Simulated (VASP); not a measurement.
# Sn8O15 (a cell with a defect) in VASP: single point with r2SCAN

Aim: the single point of Sn8O15 (a cell with a defect) with r2SCAN.

Everything below comes from runs of VASP 6.6.1. Logs are shortened: lines on timing, memory, paths and dates and some standing lists are left out, and cuts for length are marked.

### Step 1. The cell of the first run

The cell holds a defect, 23 atoms: a = 7.785 Å, b = 7.068 Å, c = 7.449 Å, α = 64.80°, β = 55.23°, γ = 59.97°.

### Step 2. Single point, r2SCAN

Input file POSCAR:

```
Sn8O15
1.0
    0.0000000000      5.7509120000      5.2471140000
    4.7351460000      0.0000000000      5.2471140000
    4.7351460000      5.7509120000      0.0000000000
Sn O
8 15
Direct
    0.4680909615      0.2784537105      0.1989769749
    0.5121620839      0.6995783128      0.2880155227
    0.0350958086      0.2145214095      0.3003795038
    0.4605538502      0.2833794815      0.7085840187
    0.9398238382      0.7820554654      0.7688804508
    0.0410319554      0.2126968563      0.7913815818
    0.5614041770      0.7124898151      0.7310485679
    0.9897347308      0.7949979813      0.2128041013
    0.9752783226      0.1205856133      0.6240292307
    0.7966423526      0.1420877760      0.1075024161
    0.3598240445      0.2164961956      0.5353129355
    0.3658706220      0.0375940254      0.2375945327
    0.1328905363      0.4589210767      0.2611669628
    0.1431310221      0.2796920765      0.9630455287
    0.7065935987      0.3644406880      0.3954102226
    0.5275751843      0.3727553593      0.8767763342
    0.4734020253      0.5973848873      0.1114599931
    0.3026382567      0.6132576053      0.5969055026
    0.7455880477      0.7650286456      0.2408163695
    0.8963499889      0.5352486003      0.7106413891
    0.6059983901      0.9606344294      0.7859417057
    0.1981472091      0.8822676628      0.9033773839
    0.0258305670      0.8986366734      0.3899643539
```

Input file INCAR.step1:

```
SYSTEM = Sn8O15
PREC = Accurate
ENCUT = 520
ISMEAR = 0
SIGMA = 0.05
LREAL = Auto
LASPH = .True.
NELM = 100
NBANDS = 118
NELECT = 204.0
GGA = PE
ALGO = Normal
EDIFF = 1E-4
LWAVE = .True.
LCHARG = .False.
```

Input file INCAR.step2:

```
SYSTEM = Sn8O15
PREC = Accurate
ENCUT = 520
EDIFF = 1E-6
ISMEAR = 0
SIGMA = 0.05
LREAL = Auto
LASPH = .True.
NELM = 100
ALGO = Normal
ISIF = 2
LWAVE = .False.
LCHARG = .True.
METAGGA = R2SCAN
LMIXTAU = .True.
LELF = .True.
LVHAR = .True.
NBANDS = 118
NELECT = 204.0
ISTART = 1
```

Input file KPOINTS:

```
regular mesh
0
Gamma
  2 2 2
  0 0 0
```

Potentials or basis: VASP PAW PBE potentials, release 64 (Sn_d, O).

The run is started by

```sh
cat potpaw_PBE.64/Sn_d/POTCAR potpaw_PBE.64/O/POTCAR > POTCAR
cp INCAR.step1 INCAR
mpirun -np 1 vasp_std > vasp.out
cp INCAR.step2 INCAR
mpirun -np 1 vasp_std > vasp.out
```

OUTCAR:

```text
SYSTEM = Sn8O15
   PREC = Accurate
   ENCUT = 520
   EDIFF = 1E-6
   ISMEAR = 0
   LREAL = Auto
   LASPH = .True.
   NELM = 100
   ISIF = 2
   METAGGA = R2SCAN
   NELECT = 204.0
   ISTART = 1

 ion  position               nearest neighbor table
   1  0.468  0.278  0.199-  10 2.01  16 2.02  11 2.05  12 2.07  17 2.08  13 2.11   3 3.24   7 3.51
                             2 3.52   6 3.61   8 3.67   4 3.67   6 3.72   2 3.72
   2  0.512  0.700  0.288-  19 1.90  17 1.96  18 1.96  12 2.04  15 2.17   4 3.24   5 3.42   1 3.52
                             7 3.58   3 3.66   1 3.72   5 3.74
   3  0.035  0.215  0.300-  15 2.01   9 2.03  14 2.06  23 2.07  13 2.07  12 2.08   1 3.24   8 3.51
                             5 3.51   4 3.61   2 3.66   6 3.68   4 3.71   8 3.73
   4  0.461  0.283  0.709-  21 1.96  16 2.00  18 2.07  15 2.07  14 2.09  11 2.13   6 3.22   2 3.24
                             7 3.58   3 3.61   7 3.65   1 3.67   3 3.71   5 3.74   5 3.75
   5  0.940  0.782  0.769-  20 2.18  21 2.20  18 2.20   9 2.26  23 2.35   7 3.39   2 3.42   3 3.51
                             8 3.59   6 3.59   6 3.64   2 3.74   4 3.74   4 3.75
   6  0.041  0.213  0.791-  20 1.97   9 2.00  10 2.06  22 2.07  11 2.10  14 2.13   4 3.22   8 3.25
                             5 3.59   1 3.61   5 3.64   3 3.68   1 3.72   7 3.74   7 3.75
   7  0.561  0.712  0.731-  21 2.18  20 2.20  22 2.20  16 2.26  17 2.35   5 3.39   8 3.42   1 3.51
                             2 3.58   4 3.58   4 3.65   6 3.74   8 3.74   6 3.75
   8  0.990  0.795  0.213-  19 1.90  23 1.95  22 1.96  13 2.02  10 2.22   6 3.25   7 3.42   3 3.51
                             5 3.59   1 3.67   3 3.73   7 3.74
   9  0.975  0.121  0.624-   6 2.00   3 2.03   5 2.26
  10  0.797  0.142  0.108-   1 2.01   6 2.06   8 2.22
  11  0.360  0.216  0.535-   1 2.05   6 2.10   4 2.13
  12  0.366  0.038  0.238-   2 2.04   1 2.07   3 2.08
  13  0.133  0.459  0.261-   8 2.02   3 2.07   1 2.11
  14  0.143  0.280  0.963-   3 2.06   4 2.09   6 2.13
  15  0.707  0.364  0.395-   3 2.01   4 2.07   2 2.17
  16  0.528  0.373  0.877-   4 2.00   1 2.02   7 2.26
  17  0.473  0.597  0.111-   2 1.96   1 2.08   7 2.35
  18  0.303  0.613  0.597-   2 1.96   4 2.07   5 2.20
  19  0.746  0.765  0.241-   8 1.90   2 1.90
  20  0.896  0.535  0.711-   6 1.97   5 2.18   7 2.20
  21  0.606  0.961  0.786-   4 1.96   7 2.18   5 2.20
  22  0.198  0.882  0.903-   8 1.96   6 2.07   7 2.20
  23  0.026  0.899  0.390-   8 1.95   3 2.07   5 2.35

  LATTYP: Found a face centered orthorhombic cell.
 ALAT       =     9.4702920000
 B/A-ratio  =     1.1081208478
 C/A-ratio  =     1.2145163000

  Lattice vectors:

 A1 = (   0.0000000000,   5.7509120000,  -5.2471140000)
 A2 = (   4.7351460000,   5.7509120000,   0.0000000000)
 A3 = (   4.7351460000,   0.0000000000,  -5.2471140000)

Analysis of symmetry for initial positions (statically):
=====================================================================
 Subroutine PRICEL returns:
 Original cell was already a primitive cell.

[... 161 lines left out ...]
   ISMEAR =     0;   SIGMA  =   0.05  broadening in eV -4-tet -1-fermi 0-gaus
   EFERMI_NEDOS =   21; number of points for ismear=-14 and -15
   IALGO  =     38    algorithm
   IMIX   =      4    mixing-type and parameters
     AMIX     =   0.40;   BMIX     =  1.00
     AMIX_MAG =   1.60;   BMIX_MAG =  1.00
  volume/ion in A,a.u.               =      12.42        83.85
  Fermi-wavevector in a.u.,A,eV,Ry     =   1.463114  2.764884 29.126008  2.140701
  Thomas-Fermi vector in A             =   2.579247
   LORBIT       =      0    0 simple, 1 ext, 2 COOP (PROOUT), +10 PAW based schemes
   METAGGA = R2SCAN    functional components
   LHFCALC =     F    Hartree Fock is set to
   AEXX    =    0.0000 exact exchange contribution
   IVDW    =     0    specifies the selected vdW correction
   LEPSILON=     F    determine dielectric tensor
   LRPA    =     F    only Hartree local field effects (RPA)
 non-spin polarized calculation
 Gauss-broadening in eV      SIGMA  =   0.05
  energy-cutoff  :      520.00
  volume of cell :      285.77
 maximum number of plane-waves:      7710
 NGX is ok and might be reduce to    60
   NGX = 29   NGY = 27   NGZ = 27

 number of electron     204.0000001 magnetization

 Free energy of the ion-electron system (eV)
  ---------------------------------------------------
  ext. energy  EPLUGINS =         0.00000000
  ---------------------------------------------------
  free energy    TOTEN  =      -308.72684628 eV

  energy without entropy =     -308.72684628  energy(sigma->0) =     -308.72684628

 E-fermi :   8.7954     XC(G=0): -12.0445

 val. band max:        8.5347518877   @ k =   0.0000   0.5000   0.0000
 cond. band min:       9.0825050285   @ k =   0.0000   0.0000   0.5000
 fundamental gap:      0.5477531408
 Fermi energy:         8.7953861061

 k-point     1 :       0.0000    0.0000    0.0000
  band No.  band energies     occupation
      1     -16.1327      2.00000
      2     -16.1013      2.00000
      3     -16.0016      2.00000
      4     -15.9139      2.00000
      5     -15.8865      2.00000
      6     -15.8671      2.00000
[... 925 lines left out ...]
    113      14.0435      0.00000
    114      14.1952      0.00000
 [bands above 114 left out]

------------------------ aborting loop because EDIFF is reached ----------------------------------------

  FORCE on cell =-STRESS in cart. coord.  units (eV):
  Direction    XX          YY          ZZ          XY          YZ          ZX
  --------------------------------------------------------------------------------------
  -------------------------------------------------------------------------------------
  Total       44.2082593     38.6870088     43.8598397      0.0400324      5.4990114     -0.8996831
  in kB      247.8525577    216.8977977    245.8991516      0.2244405     30.8300768     -5.0440518
  external PRESSURE =     236.8831690 kB  Pullay stress =       0.0000000 kB

 VOLUME and BASIS-vectors are now :
 -----------------------------------------------------------------------------
  energy-cutoff  :      520.00
  volume of cell :      285.77
      direct lattice vectors                 reciprocal lattice vectors
     0.000000000  5.750912000  5.247114000    -0.105593365  0.086942732  0.095290478
     4.735146000  0.000000000  5.247114000     0.105593365 -0.086942732  0.095290478
     4.735146000  5.750912000  0.000000000     0.105593365  0.086942732 -0.095290478

 POSITION                                       TOTAL-FORCE (eV/Angst)
 -----------------------------------------------------------------------------------
      2.26070      3.83625      3.91721         0.008941      0.028742     -0.032159
      4.67640      4.60175      6.35814        -0.015297     -0.039531      0.044995
      2.43813      1.92929      1.30977        -0.000124     -0.038434      0.030090
      4.69709      6.72361      3.90350         0.020275     -0.027549      0.010046
      7.34391      9.82661      9.03490         0.047937      0.066072      0.000792
      4.75446      4.78714      1.33134        -0.017140      0.021256      0.010875
[... 15 lines left out ...]
      8.45529      6.33477      5.66906        -0.074206      0.008060      0.066616
      6.10171      2.39120      4.85078         0.024317      0.086475     -0.016157
 -----------------------------------------------------------------------------------
    total drift:                                0.009208     -0.022320     -0.003332

  FREE ENERGIE OF THE ION-ELECTRON SYSTEM (eV)
  ---------------------------------------------------
  free  energy   TOTEN  =      -308.7268462754 eV

  energy  without entropy=     -308.7268462754  energy(sigma->0) =     -308.72684628
```

OUTCAR.step1:

```text
SYSTEM = Sn8O15
   PREC = Accurate
   ENCUT = 520
   ISMEAR = 0
   LREAL = Auto
   LASPH = .True.
[... 1219 lines left out ...]
      4.75446      4.78714      1.33134        -0.011285     -0.042701      0.022378
[... 15 lines left out ...]
      8.45529      6.33477      5.66906        -0.305431     -0.036859      0.106618
      6.10171      2.39120      4.85078         0.065513      0.286462     -0.066123
 -----------------------------------------------------------------------------------
    total drift:                                0.006114     -0.018499     -0.003331

  FREE ENERGIE OF THE ION-ELECTRON SYSTEM (eV)
  ---------------------------------------------------
  free  energy   TOTEN  =      -121.0949936338 eV

  energy  without entropy=     -121.0949762705  energy(sigma->0) =     -121.09498495
```

It took 22 min on 1 thread of Intel Xeon Platinum 8488C (Sapphire Rapids), shared host; peak memory 0.54 GiB.

Results:

- Free energy: -308.7268 eV
- Largest force: 0.101 eV/Å

Forces in eV/Å, atoms in the order of the input:
```
Sn   0.009  0.029 -0.032
Sn  -0.015 -0.040  0.045
Sn   0.000 -0.038  0.030
Sn   0.020 -0.028  0.010
Sn   0.048  0.066  0.001
Sn  -0.017  0.021  0.011
Sn  -0.070 -0.068  0.005
Sn   0.048  0.019 -0.044
O    0.003 -0.003 -0.044
O    0.015  0.054 -0.011
O   -0.018  0.015 -0.009
O   -0.020 -0.008  0.005
O    0.012  0.022 -0.004
O    0.022 -0.015 -0.003
O   -0.023 -0.036 -0.002
O   -0.002 -0.006  0.049
O   -0.027 -0.093  0.006
O    0.074 -0.002 -0.068
O   -0.002  0.011  0.008
O    0.017 -0.059  0.035
O   -0.025  0.065 -0.039
O   -0.074  0.008  0.067
O    0.024  0.086 -0.016
```

Caveat: the k points lie up to 0.52 Å⁻¹ apart; the cell carries a net charge on a neutralising background, which shifts energy and pressure; the cell is charged against a uniform background, so pressure and absolute levels hang on convention; the PAW data sets were made with another functional, which shifts forces and pressure a little; spin-orbit coupling is left out, which moves the levels of the heavy elements.
